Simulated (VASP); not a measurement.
# SiC (P6_3mc) in VASP: a series of runs

The runs below take SiC through single point, with PBE.

All numbers are computed with VASP 6.6.1; they aren't measurements. Logs are shortened: lines on timing, memory, paths and dates and some standing lists are left out, and cuts for length are marked.

### Step 1. The cell of the first run

It takes space group P6_3mc (No. 186, hexagonal). The conventional cell has a = 3.007 Å, b = 3.007 Å, c = 4.935 Å, α = 90.00°, β = 90.00°, γ = 120.00°. Within 2.4 Å of Si (site symmetry 3m) lie 4 C at 1.84 to 1.85 Å. Within 2.4 Å of C (site symmetry 3m) lie 4 Si at 1.84 to 1.85 Å.

### Step 2. Single point, PBE (volume 9.662 Å^3 an atom, c/a of the conventional cell 1.6410)

Input file INCAR:

```
SYSTEM = SiC
PREC = Accurate ; ENCUT = 520
EDIFF = 1E-6 ; ISMEAR = 0
SIGMA = 0.05 ; LREAL = .False.
LASPH = .True. ; NELM = 60
ALGO = Normal ; ISIF = 2
LWAVE = .False. ; LCHARG = .False.
GGA = PE ; NBANDS = 16
```

Input file KPOINTS:

```
regular mesh
0
Gamma
  12 12 6
  0 0 0
```

Input file POSCAR:

```
SiC
1.0
    3.0072284059      0.0000000000      0.0000000000
   -1.5036142029      2.6043361945      0.0000000000
    0.0000000000      0.0000000000      4.9347318997
Si C
2 2
Direct
    0.3333333333      0.6666666667      0.0046555338
    0.6666666667      0.3333333333      0.5046555338
    0.3333333333      0.6666666667      0.3803444662
    0.6666666667      0.3333333333      0.8803444662
```

Potentials or basis: VASP PAW PBE potentials, release 64 (Si, C).

Run with:

```console
$ cat potpaw_PBE.64/Si/POTCAR potpaw_PBE.64/C/POTCAR > POTCAR
$ mpirun -np 1 vasp_std > vasp.out
```

OUTCAR:

```text
SYSTEM = SiC
   PREC = Accurate
   ENCUT = 520
   EDIFF = 1E-6
   ISMEAR = 0
   LREAL = .False.
   LASPH = .True.
   NELM = 60
   ISIF = 2
   GGA = PE

 ion  position               nearest neighbor table
   1  0.333  0.667  0.005-   4 1.84   4 1.84   4 1.84   3 1.85   2 3.02   2 3.02   2 3.02   2 3.02
                             2 3.02   2 3.02
   2  0.667  0.333  0.505-   3 1.84   3 1.84   3 1.84   4 1.85   1 3.02   1 3.02   1 3.02   1 3.02
                             1 3.02   1 3.02
   3  0.333  0.667  0.380-   2 1.84   2 1.84   2 1.84   1 1.85
   4  0.667  0.333  0.880-   1 1.84   1 1.84   1 1.84   2 1.85

  LATTYP: Found a hexagonal cell.
 ALAT       =     3.0072284059
 C/A-ratio  =     1.6409567993

  Lattice vectors:

 A1 = (   3.0072284059,   0.0000000000,   0.0000000000)
 A2 = (  -1.5036142029,   2.6043361945,   0.0000000000)
 A3 = (   0.0000000000,   0.0000000000,   4.9347318997)

Analysis of symmetry for initial positions (statically):
=====================================================================
 Subroutine PRICEL returns:
 Original cell was already a primitive cell.

 Routine SETGRP: Setting up the symmetry group for a
 hexagonal supercell.

 Subroutine GETGRP returns: Found 12 space group operations
 (whereof  6 operations were pure point group operations)
 out of a pool of 24 trial point group operations.

The static configuration has the point symmetry C_3v.
 The point group associated with its full space group is C_6v.

Analysis of symmetry for dynamics (positions and initial velocities):
=====================================================================
 Subroutine PRICEL returns:
 Original cell was already a primitive cell.

 Routine SETGRP: Setting up the symmetry group for a
 hexagonal supercell.

 Subroutine GETGRP returns: Found 12 space group operations
 (whereof  6 operations were pure point group operations)
 out of a pool of 24 trial point group operations.

The dynamic configuration has the point symmetry C_3v.
 The point group associated with its full space group is C_6v.

 Subroutine INISYM returns: Found 12 space group operations
 (whereof  6 operations are pure point group operations),
 and found     1 'primitive' translations

----------------------------------------------------------------------------------------

                                     Primitive cell

  volume of cell :      38.6480

  direct lattice vectors                    reciprocal lattice vectors
     3.007228406  0.000000000  0.000000000     0.332532108  0.191987502  0.000000000
    -1.503614203  2.604336195  0.000000000     0.000000000  0.383975004  0.000000000
     0.000000000  0.000000000  4.934731900     0.000000000  0.000000000  0.202645254

  length of vectors
     3.007228406  3.007228406  4.934731900     0.383975004  0.383975004  0.202645254

  position of ions in fractional coordinates (direct lattice)
     0.333333333  0.666666667  0.004655534
     0.666666667  0.333333333  0.504655534
     0.333333333  0.666666667  0.380344466
     0.666666667  0.333333333  0.880344466

  ion indices of the primitive-cell ions
   primitive index   ion index
                 1           1
                 2           2
                 3           3
                 4           4

----------------------------------------------------------------------------------------

 KPOINTS: regular mesh

Automatic generation of k-mesh.
 Grid dimensions read from file:
 generate k-points for:   12   12    6

 Generating k-lattice:

  Cartesian coordinates                     Fractional coordinates (reciprocal lattice)
     0.027711009  0.015998958  0.000000000     0.083333333  0.000000000  0.000000000
     0.000000000  0.031997917  0.000000000     0.000000000  0.083333333  0.000000000
     0.000000000  0.000000000  0.033774209     0.000000000  0.000000000  0.166666667

  Length of vectors
     0.031997917  0.031997917  0.033774209

  Shift w.r.t. Gamma in fractional coordinates (k-lattice)
     0.000000000  0.000000000  0.000000000

 Subroutine IBZKPT returns following result:
 ===========================================

 Found     76 irreducible k-points:

 Following reciprocal coordinates:
            Coordinates               Weight
  0.000000  0.000000  0.000000      1.000000
  0.083333 -0.000000  0.000000      6.000000
  0.166667 -0.000000  0.000000      6.000000
  0.250000 -0.000000  0.000000      6.000000
  0.333333 -0.000000  0.000000      6.000000
  0.416667 -0.000000  0.000000      6.000000
[... 16 lines left out ...]
  0.250000 -0.000000  0.166667     12.000000
  0.333333 -0.000000  0.166667     12.000000
 [... further k-points ...]
   k-points           NKPTS =     76   k-points in BZ     NKDIM =     76   number of bands    NBANDS=     16
   number of dos      NEDOS =    301   number of ions     NIONS =      4
   total plane-waves  NPLWV =  23040
   dimension x,y,z NGX =    24 NGY =   24 NGZ =   40
   dimension x,y,z NGXF=    48 NGYF=   48 NGZF=   80
   ions per type =               2   2
   NGX,Y,Z   is equivalent  to a cutoff of  13.27, 13.27, 13.48 a.u.
   NGXF,Y,Z  is equivalent  to a cutoff of  26.54, 26.54, 26.95 a.u.
 SYSTEM =  SiC
   PREC   = accura    normal or accurate (medium, high low for compatibility)
   ISTART =      0    job   : 0-new  1-cont  2-samecut
   ICHARG =      2    charge: 1-file 2-atom 10-const
   ISPIN  =      1    spin polarized calculation?
   LNONCOLLINEAR =      F non collinear calculations
   LSORBIT =      F    spin-orbit coupling
   LASPH  =      T    aspherical Exc in radial PAW
   ENCUT  =  520.0 eV  38.22 Ry    6.18 a.u.   5.59  5.59  9.18*2*pi/ulx,y,z
   NELM   =     60;   NELMIN=  2; NELMDL= -5     # of ELM steps
   EDIFF  = 0.1E-05   stopping-criterion for ELM
   LREAL  =      F    real-space projection
   EDIFFG = 0.1E-04   stopping-criterion for IOM
   NSW    =      0    number of steps for IOM
   IBRION =     -1    ionic relax: 0-MD 1-quasi-New 2-CG
   NFREE  =      0    steps in history (QN), initial steepest desc. (CG)
   ISIF   =      2    stress and relaxation
   ISYM   =      2    0-nonsym 1-usesym 2-fastsym
   POTIM  = 0.5000    time-step for ionic-motion
   TEBEG  =    0.0;   TEEND  =   0.0 temperature during run
   PSTRESS=    0.0 pullay stress
   NELECT =      16.0000    total number of electrons
   NUPDOWN=      -1.0000    fix difference up-down
   EMIN   =  10.00;   EMAX   =-10.00  energy-range for DOS
   EFERMI =   0.00;   METHOD = LEGACY
   ISMEAR =     0;   SIGMA  =   0.05  broadening in eV -4-tet -1-fermi 0-gaus
   EFERMI_NEDOS =   21; number of points for ismear=-14 and -15
   IALGO  =     38    algorithm
   IMIX   =      4    mixing-type and parameters
     AMIX     =   0.40;   BMIX     =  1.00
     AMIX_MAG =   1.60;   BMIX_MAG =  1.00
  volume/ion in A,a.u.               =       9.66        65.20
  Fermi-wavevector in a.u.,A,eV,Ry     =   1.220129  2.305710 20.255201  1.488715
  Thomas-Fermi vector in A             =   2.355357
   LORBIT       =      0    0 simple, 1 ext, 2 COOP (PROOUT), +10 PAW based schemes
   GGA     = PE    functional components
   LHFCALC =     F    Hartree Fock is set to
   AEXX    =    0.0000 exact exchange contribution
   IVDW    =     0    specifies the selected vdW correction
   LEPSILON=     F    determine dielectric tensor
   LRPA    =     F    only Hartree local field effects (RPA)
 non-spin polarized calculation
 Gauss-broadening in eV      SIGMA  =   0.05
  energy-cutoff  :      520.00
  volume of cell :       38.65
 maximum number of plane-waves:      1058
 NGX is ok and might be reduce to    24
   NGX = 11   NGY = 11   NGZ = 19

 number of electron      15.9999998 magnetization

 Free energy of the ion-electron system (eV)
  ---------------------------------------------------
  ext. energy  EPLUGINS =         0.00000000
  ---------------------------------------------------
  free energy    TOTEN  =       -29.90517294 eV

  energy without entropy =      -29.90517294  energy(sigma->0) =      -29.90517294

 E-fermi :   9.2757     XC(G=0): -11.6492

 val. band max:        9.0507639557   @ k =   0.0000   0.0000   0.0000
 cond. band min:      11.1959167203   @ k =   0.3333   0.3333   0.0000
 fundamental gap:      2.1451527646
 Fermi energy:         9.2757470635

 k-point     1 :       0.0000    0.0000    0.0000
  band No.  band energies     occupation
      1      -7.0730      2.00000
      2      -3.2441      2.00000
      3      -0.0499      2.00000
      4       7.7027      2.00000
      5       7.7027      2.00000
      6       8.9317      2.00000
[... 8 lines left out ...]
     15      18.4952      0.00000
     16      20.8897      0.00000

 k-point     2 :       0.0833   -0.0000    0.0000
  band No.  band energies     occupation
      1      -6.9458      2.00000
      2      -3.1359      2.00000
      3       0.0698      2.00000
      4       7.0019      2.00000
      5       7.4776      2.00000
      6       8.5944      2.00000
[... 8 lines left out ...]
     15      18.7966      0.00000
     16      19.7184      0.00000

 k-point     3 :       0.1667   -0.0000    0.0000
  band No.  band energies     occupation
      1      -6.5675      2.00000
      2      -2.8205      2.00000
      3       0.4217      2.00000
      4       5.4543      2.00000
      5       6.9726      2.00000
      6       7.4774      2.00000
[... 8 lines left out ...]
     15      19.0254      0.00000
     16      19.3464      0.00000

 k-point     4 :       0.2500   -0.0000    0.0000
  band No.  band energies     occupation
      1      -5.9489      2.00000
      2      -2.3358      2.00000
      3       0.9691      2.00000
      4       3.7335      2.00000
      5       6.0645      2.00000
      6       6.4280      2.00000
[... 8 lines left out ...]
     15      19.5773      0.00000
     16      20.2405      0.00000
[... 324 lines left out ...]
 k-point    22 :       0.1667   -0.0000    0.1667
  band No.  band energies     occupation
      1      -6.4258      2.00000
      2      -3.4008      2.00000
      3       1.2073      2.00000
      4       5.5794      2.00000
      5       7.0673      2.00000
      6       7.0863      2.00000
[... 8 lines left out ...]
     15      19.2581      0.00000
     16      19.7667      0.00000

 k-point    23 :       0.2500   -0.0000    0.1667
  band No.  band energies     occupation
      1      -5.8094      2.00000
      2      -2.8732      2.00000
      3       1.6325      2.00000
      4       3.9399      2.00000
      5       5.6579      2.00000
      6       6.5303      2.00000
[... 8 lines left out ...]
     15      20.2641      0.00000
     16      20.4119      0.00000

 k-point    24 :       0.3333   -0.0000    0.1667
  band No.  band energies     occupation
      1      -4.9819      2.00000
      2      -2.2453      2.00000
      3       1.5198      2.00000
      4       3.1285      2.00000
      5       4.1675      2.00000
      6       6.0857      2.00000
[... 8 lines left out ...]
     15      21.0280      0.00000
     16      21.6840      0.00000

 [... further k-points ...]
[... 5 lines left out ...]
  --------------------------------------------------------------------------------------
  -------------------------------------------------------------------------------------
  Total        5.0581496      5.0581496      4.9802279      0.0000000      0.0000000     -0.0000000
  in kB      209.6887980    209.6887980    206.4585034      0.0000000      0.0000000     -0.0000000
  external PRESSURE =     208.6120331 kB  Pullay stress =       0.0000000 kB

 VOLUME and BASIS-vectors are now :
 -----------------------------------------------------------------------------
  energy-cutoff  :      520.00
  volume of cell :       38.65
      direct lattice vectors                 reciprocal lattice vectors
     3.007228406  0.000000000  0.000000000     0.332532108  0.191987502  0.000000000
    -1.503614203  2.604336195  0.000000000     0.000000000  0.383975004  0.000000000
     0.000000000  0.000000000  4.934731900     0.000000000  0.000000000  0.202645254

 POSITION                                       TOTAL-FORCE (eV/Angst)
 -----------------------------------------------------------------------------------
     -0.00000      1.73622      0.02297         0.000000     -0.000000     -0.001549
      1.50361      0.86811      2.49034        -0.000000      0.000000     -0.001549
     -0.00000      1.73622      1.87690         0.000000      0.000000      0.001549
      1.50361      0.86811      4.34426        -0.000000      0.000000      0.001549
 -----------------------------------------------------------------------------------
    total drift:                                0.000000      0.000000     -0.000237

  FREE ENERGIE OF THE ION-ELECTRON SYSTEM (eV)
  ---------------------------------------------------
  free  energy   TOTEN  =       -29.9051729415 eV

  energy  without entropy=      -29.9051729415  energy(sigma->0) =      -29.90517294
```

Run time: 14 s. Hardware: 1 thread of Intel Xeon 6975P-C (Granite Rapids), shared host; peak memory 0.17 GiB.

Results:

```
Free energy            : -29.9052 eV
Pressure               : 20.9 GPa
Band gap on the k mesh : 2.15 eV, indirect (least direct gap 4.10 eV)
```

 A k mesh can miss the band edges.

### Step 3. Single point, PBE (volume 9.662 Å^3 an atom, c/a of the conventional cell 1.5765)

Input file INCAR:

```
SYSTEM = SiC
PREC     = Accurate       ! precision mode
ENCUT    = 520            ! plane-wave cutoff, eV
EDIFF    = 1E-6           ! SCF threshold, eV
ISMEAR   = 0              ! smearing method
SIGMA    = 0.05           ! smearing width, eV
LREAL    = .FALSE.        ! projectors in reciprocal space
LASPH    = .TRUE.         ! aspherical terms in the spheres
NELM     = 80             ! most SCF steps
ALGO     = Normal         ! electronic algorithm
ISIF     = 2              ! what is computed and relaxed
LWAVE    = .FALSE.        ! write WAVECAR
LCHARG   = .FALSE.        ! write CHGCAR
GGA      = PE             ! functional
NBANDS   = 16             ! bands
```

Input file KPOINTS:

```
regular mesh
0
G
  12 12 6
  0 0 0
```

Input file POSCAR:

```
SiC
1.0
    3.0476667194      0.0000000000      0.0000000000
   -1.5238333597      2.6393568013      0.0000000000
    0.0000000000      0.0000000000      4.8046465832
Si C
2 2
Direct
    0.3333333333      0.6666666667      0.0015882325
    0.6666666667      0.3333333333      0.5015882325
    0.3333333333      0.6666666667      0.3834117675
    0.6666666667      0.3333333333      0.8834117675
```

Potentials or basis: VASP PAW PBE potentials, release 64 (Si, C).

Run with:

```console
$ cat potpaw_PBE.64/Si/POTCAR potpaw_PBE.64/C/POTCAR > POTCAR
$ mpirun -np 1 vasp_std > vasp.out
```

OUTCAR:

```text
SYSTEM = SiC
   PREC = Accurate
   ENCUT = 520
   EDIFF = 1E-6
   ISMEAR = 0
   LREAL = .FALSE.
   LASPH = .TRUE.
   NELM = 80
   ISIF = 2
   GGA = PE

 ion  position               nearest neighbor table
   1  0.333  0.667  0.002-   3 1.83   4 1.85   4 1.85   4 1.85   2 2.98   2 2.98   2 2.98   2 2.98
                             2 2.98   2 2.98
   2  0.667  0.333  0.502-   4 1.83   3 1.85   3 1.85   3 1.85   1 2.98   1 2.98   1 2.98   1 2.98
                             1 2.98   1 2.98
   3  0.333  0.667  0.383-   1 1.83   2 1.85   2 1.85   2 1.85
   4  0.667  0.333  0.883-   2 1.83   1 1.85   1 1.85   1 1.85

[... 661 lines left out ...]
  -------------------------------------------------------------------------------------
  Total        3.3325618      3.3325618      8.3198481      0.0000000      0.0000000      0.0000000
  in kB      138.1534626    138.1534626    344.9045738      0.0000000      0.0000000      0.0000000
  external PRESSURE =     207.0704997 kB  Pullay stress =       0.0000000 kB

 VOLUME and BASIS-vectors are now :
 -----------------------------------------------------------------------------
  energy-cutoff  :      520.00
  volume of cell :       38.65
      direct lattice vectors                 reciprocal lattice vectors
     3.047666719  0.000000000  0.000000000     0.328119867  0.189440094  0.000000000
    -1.523833360  2.639356801  0.000000000     0.000000000  0.378880188  0.000000000
     0.000000000  0.000000000  4.804646583     0.000000000  0.000000000  0.208131854

 POSITION                                       TOTAL-FORCE (eV/Angst)
 -----------------------------------------------------------------------------------
     -0.00000      1.75957      0.00763         0.000000      0.000000     -0.001846
      1.52383      0.87979      2.40995        -0.000000     -0.000000     -0.001846
     -0.00000      1.75957      1.84216         0.000000      0.000000      0.001846
      1.52383      0.87979      4.24448        -0.000000      0.000000      0.001846
 -----------------------------------------------------------------------------------
    total drift:                               -0.000000      0.000000      0.000213

  FREE ENERGIE OF THE ION-ELECTRON SYSTEM (eV)
  ---------------------------------------------------
  free  energy   TOTEN  =       -29.8387360646 eV

  energy  without entropy=      -29.8387360646  energy(sigma->0) =      -29.83873606
```

Run time: 17 s. Hardware: 1 thread of Intel Xeon 6975P-C (Granite Rapids), shared host; peak memory 0.17 GiB.

What came out:

- Free energy: -29.8387 eV
- Pressure: 20.7 GPa
- Band gap on the k mesh: 2.17 eV, indirect (least direct gap 3.78 eV)

Stress tensor (GPa, compression positive):
```
13.82  0.00  0.00
 0.00 13.82  0.00
 0.00  0.00 34.49
```

 A k mesh can miss the band edges.
